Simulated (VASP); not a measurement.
Write the native input for VASP 6.6.1 that does the following.

* Task: single point
* Functional: LDA
* Potentials or basis: VASP PAW LDA potentials, release 64 (Ge_d)
* Cutoff: 520 eV
* k mesh: 6 × 6 × 2
* Occupations: fermi-dirac, width 0.1 eV
* Spin: no spin polarisation
* Dipole correction: no
* Further INCAR settings: ALGO = Normal; EDIFF = 1e-06; NBANDS = 36

The structure of Ge lies in POSCAR:

```
Ge
1.0
    4.0504045400      0.0000000000      0.0000000000
   -2.0252022700      3.5077532200      0.0000000000
    0.0000000000      0.0000000000     10.9933590000
Ge
4
Direct
    0.0000000000      0.0000000000      0.9774520000
    0.0000000000      0.0000000000      0.4774520000
    0.3333333300      0.6666666700      0.9148480000
    0.6666666700      0.3333333300      0.4148480000
```

These files were run (other wordings do the same):

INCAR

```
PREC = Accurate ; ENCUT = 520
EDIFF = 1E-6 ; ISMEAR = -1
SIGMA = 0.1 ; LREAL = F
LASPH = T ; NELM = 80
ALGO = Normal ; ISIF = 2
LWAVE = F ; LCHARG = F
NBANDS = 36
```

KPOINTS

```
regular mesh
0
Gamma
  6 6 2
```

Potentials or basis: VASP PAW LDA potentials, release 64 (Ge_d).

Run with:

```console
$ cat potpaw_LDA.64/Ge_d/POTCAR > POTCAR
$ mpirun -np 1 vasp_std > vasp.out
```

It gave:

The pressure is -2.5 GPa and the largest force is 0.262 eV/Å. The band gap on the k mesh is zero (filled and empty bands touch).

Caveat: semilocal functionals underestimate gaps, so a narrow gap can read as zero.

Wall time 120 s on 1 thread of Intel Xeon 8259CL, on a shared host, peak memory 0.23 GiB.
